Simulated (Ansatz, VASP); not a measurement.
One calculation of SiMo3, two programs

File INCAR:

```
SYSTEM = SiMo3
ALGO     = Fast           ! electronic algorithm
EDIFF    = 1E-6           ! SCF threshold, eV
ENCUT    = 520            ! plane-wave cutoff, eV
GGA      = PE             ! functional
ISIF     = 2              ! what is computed and relaxed
ISMEAR   = 0              ! smearing method
LASPH    = .True.         ! aspherical terms in the spheres
LCHARG   = .True.         ! write CHGCAR
LELF     = .True.         ! ELF
LREAL    = .False.        ! projectors in reciprocal space
LVHAR    = .True.       
LWAVE    = .False.        ! write WAVECAR
NBANDS   = 56             ! bands
NELM     = 80             ! most SCF steps
PREC     = Accurate       ! precision mode
SIGMA    = 0.15           ! smearing width, eV
```

The input KPOINTS:

```
k-points
0
Gamma
  8 8 8
  0 0 0
```

File POSCAR:

```
SiMo3
1.0
    4.9064535172      0.0000000000      0.0000000000
    0.0000000000      4.9064535172      0.0000000000
    0.0000000000      0.0000000000      4.9064535172
Si Mo
2 6
Direct
    0.0000000000      0.0000000000      0.0000000000
    0.5000000000      0.5000000000      0.5000000000
    0.2232495173      0.0000000000      0.5000000000
    0.5000000000      0.7767504827      0.0000000000
    0.7767504827      0.0000000000      0.5000000000
    0.5000000000      0.2232495173      0.0000000000
    0.0000000000      0.5000000000      0.6964990346
    0.0000000000      0.5000000000      0.3035009654
```

Input for Ansatz:

```yaml
crystal:
  lattice:
    - [4.9064535172, 0.0, 0.0]
    - [0.0, 4.9064535172, 0.0]
    - [0.0, 0.0, 4.9064535172]
  atoms:
    - { symbol: Si, position: [0.0, 0.0, 0.0] }
    - { symbol: Si, position: [0.5, 0.5, 0.5] }
    - { symbol: Mo, position: [0.2232495173, 0.0, 0.5] }
    - { symbol: Mo, position: [0.5, 0.7767504827, 0.0] }
    - { symbol: Mo, position: [0.7767504827, 0.0, 0.5] }
    - { symbol: Mo, position: [0.5, 0.2232495173, 0.0] }
    - { symbol: Mo, position: [0.0, 0.5, 0.6964990346] }
    - { symbol: Mo, position: [0.0, 0.5, 0.3035009654] }
basis:
  ecutwfc: 420
kpoints:
  mp_grid: { grid: [8, 8, 8] }
hamiltonian:
  xc: pbe
scf:
  occupations: { method: gaussian, width: 0.15 }
output:
  forces: true
  stress: true
  eigenvalues: true
```

Change from the starting cell: mode 17 (280.1 1/cm) frozen in, largest displacement +0.263 Å.

Alike in both runs: task single point; functional PBE; k mesh 8 × 8 × 8; occupations gaussian, width 0.15 eV; no spin polarisation.

```csv
,VASP,Ansatz
version,VASP 6.6.1,Ansatz 0.2.0
potentials or method,"VASP PAW PBE potentials, release 64 (Si, Mo_sv), cutoff 520 eV","scalar-relativistic, plane waves, PAW"
valence electrons in the cell,92,92
```

```tsv
	VASP	Ansatz	Ansatz less VASP
gap on the k mesh at the Fermi level (eV)	none	none	-
pressure (GPa)	20.2	18.7	-1.44
traceless stress, the component that is largest in VASP (GPa)	7.50	6.60	-0.903
rms of the force components (eV/Å)	4.391	4.135	-0.2558
```

Atom by atom the forces differ by 0.256 eV/Å (rms over components). A gap of «none» marks a metal or a gap that the smearing closes.
